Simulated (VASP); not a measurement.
Wanted: the native input for a VASP 6.6.1 run.

```yaml
Task: single point
Functional: PBE
Potentials_or_basis: VASP PAW PBE potentials, release 64 (Pt, H)
Cutoff: 520 eV
k_mesh: 6 × 6 × 1
Occupations: gaussian, width 0.1 eV
Spin: no spin polarisation
Dipole_correction: yes
Further_INCAR_settings: ALGO = Normal; EDIFF = 1e-06; NBANDS = 74
```

The structure of HPt6 lies in POSCAR:

```
HPt6
1.0
    5.6145835605      0.0000000000      0.0000000000
   -2.8072917802      4.8623719950      0.0000000000
    0.0000000000      0.0000000000     22.6197373747
Pt H
12 2
Direct
    0.3333333333      0.1666666667      0.1768367127
    0.3333333333      0.6666666667      0.1768367127
    0.8333333333      0.1666666667      0.1768367127
    0.8333333333      0.6666666667      0.1768367127
    0.1666666667      0.3333333333      0.2789580515
    0.1666666667      0.8333333333      0.2789580515
    0.6666666667      0.3333333333      0.2789580515
    0.6666666667      0.8333333333      0.2789580515
    0.0000000000      0.0000000000      0.3810715055
    0.0000000000      0.5000000000      0.3810715055
    0.5000000000      0.0000000000      0.3810715055
    0.5000000000      0.5000000000      0.3810715055
    0.1892786072      0.3785572143      0.4575533837
    0.3107213928      0.6214427857      0.4575533837
```

These files were run (other wordings do the same):

INCAR

```
SYSTEM = HPt6
ALGO = Normal
DIPOL = 0.5 0.5 0.304
EDIFF = 1E-6
ENCUT = 520
GGA = PE
IDIPOL = 3
ISIF = 2
ISMEAR = 0
LASPH = .True.
LCHARG = .False.
LDIPOL = .True.
LREAL = .False.
LWAVE = .False.
NBANDS = 74
NELM = 100
PREC = Accurate
SIGMA = 0.1
```

KPOINTS

```
k-points
0
Gamma
  6 6 1
  0 0 0
```

Potentials or basis: VASP PAW PBE potentials, release 64 (Pt, H).

The run is started by

```bash
$ cat potpaw_PBE.64/Pt/POTCAR potpaw_PBE.64/H/POTCAR > POTCAR
$ mpirun -np 1 vasp_std > vasp.out
```

Results of the run:

| Item | Value |
| --- | --- |
| Largest force | 1.982 eV/Å |
| Band gap on the k mesh | zero (bands 61 and 62 overlap by 0.76 eV) |

Caveat: spin-orbit coupling is left out, which moves the levels of the heavy elements.

Wall time 39 min on 1 thread of Intel(R) Xeon(R) Platinum 8259CL CPU @ 2.50GHz (Skylake/Cascade Lake), on a shared host, peak memory 0.86 GiB.
